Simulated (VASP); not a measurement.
A run of VASP 6.6.1 is set up as follows.

INCAR

```
ALGO = Normal
EDIFF = 1E-6
ENCUT = 520
GGA = PE
ISIF = 2
ISMEAR = -1
LASPH = T
LCHARG = F
LREAL = F
LWAVE = F
NBANDS = 21
NELM = 100
PREC = Accurate
SIGMA = 0.6
```

KPOINTS

```
k-points
0
Gamma
  8 8 8
```

Contents of POSCAR:

```
Sn
1.0
    0.0000000000      3.3289000152      3.3289000152
    3.3289000152      0.0000000000      3.3289000152
    3.3289000152      3.3289000152      0.0000000000
Sn
2
Direct
    0.5000000000      0.5000000000      0.5000000000
    0.7500000000      0.7500000000      0.7500000000
```

Potentials or basis: VASP PAW PBE potentials, release 64 (Sn_d).

Run with:

```sh
$ cat potpaw_PBE.64/Sn_d/POTCAR > POTCAR
$ mpirun -np 1 vasp_std > vasp.out
```

Task: Estimate the pressure.

Result: 1.6 GPa.

Task: Estimate the band gap on the k mesh.

Result: Zero (bands 14 and 15 overlap by 0.23 eV).

Caveat: so wide a smearing shifts energies and pressures; spin-orbit coupling is left out, which moves the levels of the heavy elements.
